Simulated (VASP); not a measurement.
Wanted: the native input for a VASP 6.6.1 run.

* Task: single point
* Functional: RPBE
* Potentials or basis: VASP PAW PBE potentials, release 64 (Ge_d)
* Cutoff: 520 eV
* k mesh: 14 × 14 × 14
* Occupations: fermi-dirac, width 0.1 eV
* Spin: no spin polarisation
* Dipole correction: no
* Further INCAR settings: ALGO = Normal; EDIFF = 1e-06; NBANDS = 13

The structure of Ge lies in POSCAR:

```
Ge
1.0
    0.0000000000      2.1279136053      2.1279136053
    2.1279136053      0.0000000000      2.1279136053
    2.1279136053      2.1279136053      0.0000000000
Ge
1
Direct
    0.0000000000      0.0000000000      0.0000000000
```

This cell differs from its parent crystal: volume scaled by 0.96.

One way to write it, as run:

INCAR

```
SYSTEM = Ge
ALGO = Normal
EDIFF = 1E-6
ENCUT = 520
GGA = RP
ISIF = 2
ISMEAR = -1
LASPH = .True.
LCHARG = .False.
LREAL = .False.
LWAVE = .False.
NBANDS = 13
NELM = 80
PREC = Accurate
SIGMA = 0.1
```

KPOINTS

```
k-points
0
Gamma
  14 14 14
  0 0 0
```

Potentials or basis: VASP PAW PBE potentials, release 64 (Ge_d).

Launch:

```console
$ cat potpaw_PBE.64/Ge_d/POTCAR > POTCAR
$ mpirun -np 1 vasp_std > vasp.out
```

Results of the run:

```yaml
Pressure: 2.7 GPa
Band_gap_on_the_k_mesh: zero (band 7 reaches 15.54 eV, above the bottom of band 8 at 4.41 eV)
```

Caveat: the PAW data sets were made with another functional, which shifts forces and pressure a little.

Wall time 7.9 s on 1 thread of Intel(R) Xeon(R) 6975P-C (Granite Rapids) (shared host), peak memory 0.15 GiB.
